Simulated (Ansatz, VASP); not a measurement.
# Two plane-wave programs on Al2O3

```xyz
5
Lattice="2.7761 0.0000 0.0000 -1.3880 2.4042 0.0000 0.0000 0.0000 7.5746" Properties=species:S:1:pos:R:3 pbc="T T T"
Al    0.0000    0.0000    2.1054
Al    0.0000    0.0000    5.4693
O     0.0000    1.6028    1.5108
O     1.3880    0.8014    6.0638
O     0.0000    0.0000    3.7873
```

Change from the starting cell: strain -0.080 along x and y, +0.000 along z, atoms carried along.

Alike in both runs: task single point; functional r2SCAN; k mesh 12 × 12 × 4; occupations gaussian, width 0.05 eV; no spin polarisation.

```csv
,VASP,Ansatz
version,VASP 6.6.1,Ansatz 0.2.0
potentials or method,"VASP PAW PBE potentials, release 64 (Al, O), cutoff 520 eV","scalar-relativistic, plane waves, PAW"
valence electrons in the cell,24,24
```

```csv
,VASP,Ansatz,Ansatz less VASP
gap on the k mesh at the Fermi level (eV),3.19,3.16,-0.024
least direct gap on the mesh (eV),3.19,3.16,-0.024
pressure (GPa),30.6,30.0,-0.55
"traceless stress, the component that is largest in VASP (GPa)",-32.32,-32.36,-0.042
rms of the force components (eV/Å),1.008,1.025,+0.0175
```

VASP's potentials were made for PBE, not for r2SCAN. Atom by atom the forces differ by 0.022 eV/Å (rms over components). Both programs put the cell under a high pressure, so it lies far from rest at this level.
